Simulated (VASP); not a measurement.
# Cu12F in VASP: further runs

Runs on Cu12F. Level: PBE. Tasks: single point.

All numbers are computed with VASP 6.6.1; they aren't measurements. Logs are shortened: lines on timing, memory, paths and dates and some standing lists are left out, and cuts for length are marked.

## 1. The cell of the first run

The cell holds a slab with vacuum, 13 atoms: a = 5.132 Å, b = 5.132 Å, c = 19.622 Å, α = 90.00°, β = 90.00°, γ = 120.00°.

## 2. Single point, PBE

INCAR

```
PREC = Accurate ; ENCUT = 520
EDIFF = 1E-7 ; ISMEAR = 0
SIGMA = 0.1 ; LREAL = F
LASPH = T ; NELM = 60
ALGO = Normal ; ISIF = 2
LWAVE = F ; LCHARG = T
LDIPOL = T ; IDIPOL = 3
DIPOL = 0.5 0.5 0.324 ; GGA = PE
LELF = T ; LVHAR = T
LVACPOTAV = T ; NBANDS = 82
```

KPOINTS

```
Automatic mesh
0
Gamma
  6 6 1
```

POSCAR

```
Cu12F
1.0
    5.1319544646      0.0000000000      0.0000000000
   -2.5659772323      4.4444029374      0.0000000000
    0.0000000000      0.0000000000     19.6215700548
Cu F
12 1
Direct
    0.3333333333      0.1666666667      0.2038572851
    0.3333333333      0.6666666667      0.2038572851
    0.8333333333      0.1666666667      0.2038572851
    0.8333333333      0.6666666667      0.2038572851
    0.1666666667      0.3333333333      0.3088788036
    0.1666666667      0.8333333333      0.3088788036
    0.6666666667      0.3333333333      0.3088788036
    0.6666666667      0.8333333333      0.3088788036
    0.0000000000      0.0000000000      0.4139103055
    0.0000000000      0.5000000000      0.4139103055
    0.5000000000      0.0000000000      0.4139103055
    0.5000000000      0.5000000000      0.4139103055
    0.0000000000      0.0000000000      0.5074194734
```

Potentials or basis: VASP PAW PBE potentials, release 64 (Cu, F).

The run is started by

```sh
cat potpaw_PBE.64/Cu/POTCAR potpaw_PBE.64/F/POTCAR > POTCAR
mpirun -np 1 vasp_std > vasp.out
```

OUTCAR:

```text
PREC = Accurate
   ENCUT = 520
   EDIFF = 1E-7
   ISMEAR = 0
   LREAL = F
   LASPH = T
   NELM = 60
   ISIF = 2
   GGA = PE

 ion  position               nearest neighbor table
   1  0.333  0.167  0.204-   5 2.54   6 2.54   7 2.54   4 2.57   2 2.57   2 2.57   4 2.57   3 2.57
                             3 2.57
   2  0.333  0.667  0.204-   6 2.54   5 2.54   8 2.54   3 2.57   1 2.57   1 2.57   3 2.57   4 2.57
                             4 2.57
   3  0.833  0.167  0.204-   7 2.54   8 2.54   5 2.54   4 2.57   2 2.57   4 2.57   2 2.57   1 2.57
                             1 2.57
   4  0.833  0.667  0.204-   8 2.54   7 2.54   6 2.54   3 2.57   1 2.57   3 2.57   1 2.57   2 2.57
                             2 2.57
   5  0.167  0.333  0.309-   1 2.54   2 2.54   3 2.54   9 2.54  12 2.54  10 2.54   8 2.57   6 2.57
                             6 2.57   8 2.57   7 2.57   7 2.57
   6  0.167  0.833  0.309-   2 2.54   1 2.54   4 2.54  10 2.54  11 2.54   9 2.54   7 2.57   5 2.57
                             5 2.57   7 2.57   8 2.57   8 2.57
   7  0.667  0.333  0.309-   3 2.54   4 2.54   1 2.54  11 2.54  10 2.54  12 2.54   8 2.57   6 2.57
                             8 2.57   6 2.57   5 2.57   5 2.57
   8  0.667  0.833  0.309-   4 2.54   3 2.54   2 2.54  12 2.54   9 2.54  11 2.54   7 2.57   5 2.57
                             7 2.57   5 2.57   6 2.57   6 2.57
   9  0.000  0.000  0.414-  13 1.83   5 2.54   8 2.54   6 2.54  12 2.57  10 2.57  10 2.57  12 2.57
                            11 2.57  11 2.57
  10  0.000  0.500  0.414-   6 2.54   7 2.54   5 2.54   9 2.57  11 2.57   9 2.57  11 2.57  12 2.57
                            12 2.57
  11  0.500  0.000  0.414-   7 2.54   6 2.54   8 2.54  10 2.57  12 2.57  12 2.57  10 2.57   9 2.57
                             9 2.57
  12  0.500  0.500  0.414-   8 2.54   5 2.54   7 2.54   9 2.57  11 2.57  11 2.57   9 2.57  10 2.57
                            10 2.57
  13  0.000  0.000  0.507-   9 1.83

  LATTYP: Found a hexagonal cell.
 ALAT       =     5.1319544646
 C/A-ratio  =     3.8234107863

  Lattice vectors:

 A1 = (   5.1319544646,   0.0000000000,   0.0000000000)
 A2 = (  -2.5659772323,   4.4444029374,   0.0000000000)
 A3 = (   0.0000000000,   0.0000000000,  19.6215700548)

Analysis of symmetry for initial positions (statically):
=====================================================================
 Subroutine PRICEL returns:
 Original cell was already a primitive cell.

 Routine SETGRP: Setting up the symmetry group for a
 hexagonal supercell.

 Subroutine GETGRP returns: Found  6 space group operations
 (whereof  6 operations were pure point group operations)
 out of a pool of 24 trial point group operations.

The static configuration has the point symmetry C_3v.

Analysis of symmetry for dynamics (positions and initial velocities):
=====================================================================
 Subroutine PRICEL returns:
 Original cell was already a primitive cell.

 Routine SETGRP: Setting up the symmetry group for a
 hexagonal supercell.

 Subroutine GETGRP returns: Found  6 space group operations
 (whereof  6 operations were pure point group operations)
 out of a pool of 24 trial point group operations.

The dynamic configuration has the point symmetry C_3v.

 Subroutine INISYM returns: Found  6 space group operations
 (whereof  6 operations are pure point group operations),
 and found     1 'primitive' translations

----------------------------------------------------------------------------------------

                                     Primitive cell

  volume of cell :     447.5381

  direct lattice vectors                    reciprocal lattice vectors
     5.131954465  0.000000000  0.000000000     0.194857536  0.112501051  0.000000000
    -2.565977232  4.444402937  0.000000000     0.000000000  0.225002101  0.000000000
     0.000000000  0.000000000 19.621570055     0.000000000  0.000000000  0.050964321

  length of vectors
     5.131954465  5.131954465 19.621570055     0.225002101  0.225002101  0.050964321

  position of ions in fractional coordinates (direct lattice)
     0.333333333  0.166666667  0.203857285
     0.333333333  0.666666667  0.203857285
     0.833333333  0.166666667  0.203857285
     0.833333333  0.666666667  0.203857285
     0.166666667  0.333333333  0.308878804
     0.166666667  0.833333333  0.308878804
[... 40 lines left out ...]
     0.037500350  0.037500350  0.050964321

  Shift w.r.t. Gamma in fractional coordinates (k-lattice)
     0.000000000  0.000000000  0.000000000

 Subroutine IBZKPT returns following result:
 ===========================================

 Found      7 irreducible k-points:

 Following reciprocal coordinates:
            Coordinates               Weight
  0.000000  0.000000  0.000000      1.000000
  0.166667  0.000000  0.000000      6.000000
  0.333333  0.000000  0.000000      6.000000
  0.500000  0.000000  0.000000      3.000000
  0.166667  0.166667  0.000000      6.000000
  0.333333  0.166667  0.000000     12.000000
  0.333333  0.333333  0.000000      2.000000
   k-points           NKPTS =      7   k-points in BZ     NKDIM =      7   number of bands    NBANDS=     82
   number of dos      NEDOS =    301   number of ions     NIONS =     13
   total plane-waves  NPLWV = 240000
   dimension x,y,z NGX =    40 NGY =   40 NGZ =  150
   dimension x,y,z NGXF=    80 NGYF=   80 NGZF=  300
   ions per type =              12   1
   NGX,Y,Z   is equivalent  to a cutoff of  12.96, 12.96, 12.71 a.u.
   NGXF,Y,Z  is equivalent  to a cutoff of  25.92, 25.92, 25.42 a.u.
 SYSTEM =  unknown system
   PREC   = accura    normal or accurate (medium, high low for compatibility)
   ISTART =      0    job   : 0-new  1-cont  2-samecut
   ICHARG =      2    charge: 1-file 2-atom 10-const
   ISPIN  =      1    spin polarized calculation?
   LNONCOLLINEAR =      F non collinear calculations
   LSORBIT =      F    spin-orbit coupling
   LASPH  =      T    aspherical Exc in radial PAW
   ENCUT  =  520.0 eV  38.22 Ry    6.18 a.u.   9.54  9.54 36.48*2*pi/ulx,y,z
   NELM   =     60;   NELMIN=  2; NELMDL= -5     # of ELM steps
   EDIFF  = 0.1E-06   stopping-criterion for ELM
   LREAL  =      F    real-space projection
   EDIFFG = 0.1E-05   stopping-criterion for IOM
   NSW    =      0    number of steps for IOM
   IBRION =     -1    ionic relax: 0-MD 1-quasi-New 2-CG
   NFREE  =      0    steps in history (QN), initial steepest desc. (CG)
   ISIF   =      2    stress and relaxation
   ISYM   =      2    0-nonsym 1-usesym 2-fastsym
   POTIM  = 0.5000    time-step for ionic-motion
   TEBEG  =    0.0;   TEEND  =   0.0 temperature during run
   PSTRESS=    0.0 pullay stress
   NELECT =     139.0000    total number of electrons
   NUPDOWN=      -1.0000    fix difference up-down
   EMIN   =  10.00;   EMAX   =-10.00  energy-range for DOS
   EFERMI =   0.00;   METHOD = LEGACY
   ISMEAR =     0;   SIGMA  =   0.10  broadening in eV -4-tet -1-fermi 0-gaus
   EFERMI_NEDOS =   21; number of points for ismear=-14 and -15
   IALGO  =     38    algorithm
   IMIX   =      4    mixing-type and parameters
     AMIX     =   0.40;   BMIX     =  1.00
     AMIX_MAG =   1.60;   BMIX_MAG =  1.00
  volume/ion in A,a.u.               =      34.43       232.32
  Fermi-wavevector in a.u.,A,eV,Ry     =   1.108672  2.095086 16.723652  1.229154
  Thomas-Fermi vector in A             =   2.245202
   LORBIT       =      0    0 simple, 1 ext, 2 COOP (PROOUT), +10 PAW based schemes
   GGA     = PE    functional components
   LHFCALC =     F    Hartree Fock is set to
   AEXX    =    0.0000 exact exchange contribution
   IVDW    =     0    specifies the selected vdW correction
   LEPSILON=     F    determine dielectric tensor
   LRPA    =     F    only Hartree local field effects (RPA)
 non-spin polarized calculation
 Gauss-broadening in eV      SIGMA  =   0.10
  energy-cutoff  :      520.00
  volume of cell :      447.54
 maximum number of plane-waves:     12109
 NGX is ok and might be reduce to    40
   NGX = 19   NGY = 19   NGZ = 73

 dipolmoment           0.000000      0.000000     -0.000008 electrons x Angstroem

 number of electron     139.0000021 magnetization

 dipolmoment           0.000000      0.000000      0.265629 electrons x Angstroem

 Free energy of the ion-electron system (eV)
  ---------------------------------------------------
  ext. energy  EPLUGINS =         0.00000000
  ---------------------------------------------------
  free energy    TOTEN  =       -44.96257551 eV

  energy without entropy =      -44.90942868  energy(sigma->0) =      -44.93600209

 E-fermi :  -1.3706     XC(G=0):  -5.1106

 val. band max:       -1.4002869896   @ k =   0.5000   0.0000   0.0000
 cond. band min:      -1.3702938811   @ k =   0.1667   0.0000   0.0000
 fundamental gap:      0.0299931084
 Fermi energy:        -1.3706231774

 k-point     1 :       0.0000    0.0000    0.0000
  band No.  band energies     occupation
      1     -22.9699      2.00000
      2      -9.9652      2.00000
      3      -7.9398      2.00000
      4      -6.4680      2.00000
      5      -6.1872      2.00000
      6      -6.0966      2.00000
[... 577 lines left out ...]
     80       3.4622      0.00000
     81       4.8072      0.00000
 [bands above 81 left out]

------------------------ aborting loop because EDIFF is reached ----------------------------------------

  FORCE on cell =-STRESS in cart. coord.  units (eV):
  Direction    XX          YY          ZZ          XY          YZ          ZX
  --------------------------------------------------------------------------------------
  -------------------------------------------------------------------------------------
  Total       -2.3396166     -2.3396166      0.8431017      0.0000000      0.0000000      0.0000000
  in kB       -8.3757807     -8.3757807      3.0182871      0.0000000      0.0000000      0.0000000
  external PRESSURE =      -4.5777581 kB  Pullay stress =       0.0000000 kB

 VOLUME and BASIS-vectors are now :
 -----------------------------------------------------------------------------
  energy-cutoff  :      520.00
  volume of cell :      447.54
      direct lattice vectors                 reciprocal lattice vectors
     5.131954465  0.000000000  0.000000000     0.194857536  0.112501051  0.000000000
    -2.565977232  4.444402937  0.000000000     0.000000000  0.225002101  0.000000000
     0.000000000  0.000000000 19.621570055     0.000000000  0.000000000  0.050964321

 POSITION                                       TOTAL-FORCE (eV/Angst)
 -----------------------------------------------------------------------------------
      1.28299      0.74073      4.00000        -0.032284     -0.018639     -0.093571
     -0.00000      2.96294      4.00000         0.000000      0.000000     -0.069957
      3.84897      0.74073      4.00000         0.032284     -0.018639     -0.093571
      2.56598      2.96294      4.00000         0.000000      0.037279     -0.093571
      0.00000      1.48147      6.06069         0.000000     -0.037273      0.074745
     -1.28299      3.70367      6.06069        -0.032279      0.018636      0.074745
      2.56598      1.48147      6.06069         0.000000      0.000000      0.098693
      1.28299      3.70367      6.06069         0.032279      0.018636      0.074745
      0.00000      0.00000      8.12157         0.000000      0.000000     -0.026489
     -1.28299      2.22220      8.12157        -0.004688     -0.002706     -0.027150
      2.56598      0.00000      8.12157         0.000000      0.005413     -0.027150
      1.28299      2.22220      8.12157         0.004688     -0.002706     -0.027150
      0.00000      0.00000      9.95637        -0.000000      0.000000      0.135680
 -----------------------------------------------------------------------------------
    total drift:                                0.000001      0.000001     -0.003965

  FREE ENERGIE OF THE ION-ELECTRON SYSTEM (eV)
  ---------------------------------------------------
  free  energy   TOTEN  =       -44.9625755064 eV

  energy  without entropy=      -44.9094286831  energy(sigma->0) =      -44.93600209

 vacuum level on the upper side and lower side of the slab         5.520         3.412
```

It took 11 min on 1 thread of Intel Xeon Platinum 8488C (Sapphire Rapids), shared host; peak memory 0.62 GiB.

What came out:

- Free energy: -44.9626 eV
- Largest force: 0.136 eV/Å
- Band gap on the k mesh: zero (an odd number of electrons rules out a gap without spin polarisation)

Forces in eV/Å, atoms in the order of the input:
```
Cu  -0.032 -0.019 -0.094
Cu   0.000  0.000 -0.070
Cu   0.032 -0.019 -0.094
Cu   0.000  0.037 -0.094
Cu   0.000 -0.037  0.075
Cu  -0.032  0.019  0.075
Cu   0.000  0.000  0.099
Cu   0.032  0.019  0.075
Cu   0.000  0.000 -0.026
Cu  -0.005 -0.003 -0.027
Cu   0.000  0.005 -0.027
Cu   0.005 -0.003 -0.027
F    0.000  0.000  0.136
```

## 3. Single point, PBE

INCAR

```
SYSTEM = Cu12F
  ALGO = Normal
  DIPOL = 0.5 0.5 0.323
  EDIFF = 1E-6
  ENCUT = 520
  GGA = PE
  IDIPOL = 3
  ISIF = 2
  ISMEAR = 0
  LASPH = .True.
  LCHARG = .True.
  LDIPOL = .True.
  LELF = .True.
  LREAL = .False.
  LVACPOTAV = .True.
  LVHAR = .True.
  LWAVE = .False.
  NBANDS = 82
  NELM = 80
  PREC = Accurate
  SIGMA = 0.1
```

KPOINTS

```
k-points
0
Gamma
  6 6 1
  0 0 0
```

POSCAR: that of step 2 with these lines changed.

```diff
@@ -20,2 +20,2 @@
     0.5000000000      0.5000000000      0.4139103055
-    0.0000000000      0.0000000000      0.5074194734
+    0.1666666667      0.3333333333      0.4898350963
```

Potentials or basis: VASP PAW PBE potentials, release 64 (Cu, F).

The run is started by

```sh
cat potpaw_PBE.64/Cu/POTCAR potpaw_PBE.64/F/POTCAR > POTCAR
mpirun -np 1 vasp_std > vasp.out
```

Wall time 12 min (1 thread of Intel Xeon Platinum 8488C (Sapphire Rapids), shared host); peak memory 0.62 GiB.

It converged, with:

```yaml
Free_energy: -45.4254 eV
Largest_force: 0.362 eV/Å
Band_gap_on_the_k_mesh: zero (an odd number of electrons rules out a gap without spin polarisation)
```

Forces on the atoms (eV/Å):
```
Cu  -0.055  0.032 -0.072
Cu   0.000 -0.064 -0.072
Cu   0.055  0.032 -0.072
Cu   0.000  0.000 -0.190
Cu   0.000  0.000 -0.151
Cu  -0.022 -0.013  0.164
Cu   0.000  0.025  0.164
Cu   0.022 -0.013  0.164
Cu   0.000 -0.352  0.083
Cu  -0.305  0.176  0.083
Cu   0.000  0.000 -0.231
Cu   0.305  0.176  0.083
F    0.000  0.000  0.046
```

Levels at points of the mesh, in eV from the Fermi level:
```csv
k point,band 68,band 69,band 70,band 71,band 72,band 73
"(0.00, 0.00, 0.00)",0.06,0.06,0.13,0.61,1.20,1.20
"(0.50, 0.00, 0.00)",-1.01,0.01,0.03,0.70,0.78,1.33
```

With open d or f shells a metallic result of PBE can be an artefact of self-interaction; +U or a hybrid may open a gap.

(Part 1 of 2 ends here.)

The gap in the log of VASP goes by the Fermi energy; the results here count the filled bands.